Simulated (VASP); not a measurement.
Here is a VASP 6.6.1 calculation.

Contents of INCAR:

```
SYSTEM = AlN
ALGO = Normal
EDIFF = 1E-6
EDIFFG = -0.001
ENCUT = 520
IBRION = 2
ISIF = 2
ISMEAR = 0
LASPH = .True.
LCHARG = .False.
LREAL = .False.
LWAVE = .False.
NELM = 80
NSW = 80
PREC = Accurate
SIGMA = 0.01
```

KPOINTS

```
k-points
0
Gamma
  9 9 6
  0 0 0
```

Contents of POSCAR:

```
AlN
1.0
    3.1089531000      0.0000000000      0.0000000000
   -1.5544765500      2.6924323638      0.0000000000
    0.0000000000      0.0000000000      4.9805019000
Al N
2 2
Direct
    0.3333333333      0.6666666667      0.0000000000
    0.6666666667      0.3333333333      0.5000000000
    0.3333333333      0.6666666667      0.3800000000
    0.6666666667      0.3333333333      0.8800000000
```

Potentials or basis: VASP PAW LDA potentials, release 64 (Al, N).

Command:

```console
$ cat potpaw_LDA.64/Al/POTCAR potpaw_LDA.64/N/POTCAR > POTCAR
$ mpirun -np 1 vasp_std > vasp.out
```

Q: Predict the energy gained by relaxing.

A: 0.2 meV/atom.

Q: Predict the band gap on the k mesh.

A: 4.25 eV, direct.

Final structure:
```
Al N
1.0
     3.10895    0.00000    0.00000
    -1.55448    2.69243    0.00000
     0.00000    0.00000    4.98050
Al N
2 2
Direct
  0.33333 0.66667 0.99917
  0.66667 0.33333 0.49917
  0.33333 0.66667 0.38083
  0.66667 0.33333 0.88083
```

A k mesh can miss the band edges. Expect the measured gap to be larger: semilocal functionals such as LDA lack the derivative discontinuity.
